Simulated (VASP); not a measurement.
The system is InP.

```
CELL_PARAMETERS angstrom
0.00000 2.76883 2.76883
2.76883 0.00000 2.76883
2.76883 2.76883 0.00000
ATOMIC_POSITIONS crystal
In 0.00000 0.00000 0.00000
P 0.50000 0.50000 0.50000
```

| Item | Value |
| --- | --- |
| Program | VASP 6.6.1 |
| Task | relaxation of cell and atoms |
| Functional | revPBE |
| Dispersion | D4 |
| Potentials or basis | VASP PAW PBE potentials, release 64 (In_d, P) |
| Cutoff | 600 eV |
| k mesh | 8 × 8 × 8 |
| Occupations | fermi-dirac, width 0.05 eV |
| Spin | no spin polarisation |

At the start: pressure -3.7 GPa; volume 21.23 Å³/atom.

Task: Where does the relaxation end?

Result: Over 3 steps the energy falls by 12.7 meV/atom and the volume is 20.19 Å³/atom (-4.9 %); space group Fm-3m (No. 225, to 0.05 Å).

Step by step:
| step | energy change (eV) | largest force (eV/Å) | pressure (GPa) | volume (Å³) |
| --- | --- | --- | --- | --- |
| 1 | 0.0000 | 0.0000 | -3.74 | 42.45 |
| 2 | -0.0199 | 0.0000 | 2.00 | 39.49 |
| 3 | -0.0254 | 0.0000 | 0.01 | 40.38 |

Final structure:
```
CELL_PARAMETERS angstrom
0.00000 2.72302 2.72302
2.72302 0.00000 2.72302
2.72302 2.72302 0.00000
ATOMIC_POSITIONS crystal
In 0.00000 0.00000 0.00000
P 0.50000 0.50000 0.50000
```

Caveat: the PAW data sets were made with another functional, which shifts forces and pressure a little; pairwise dispersion overbinds metals, which lowers pressure and volume.
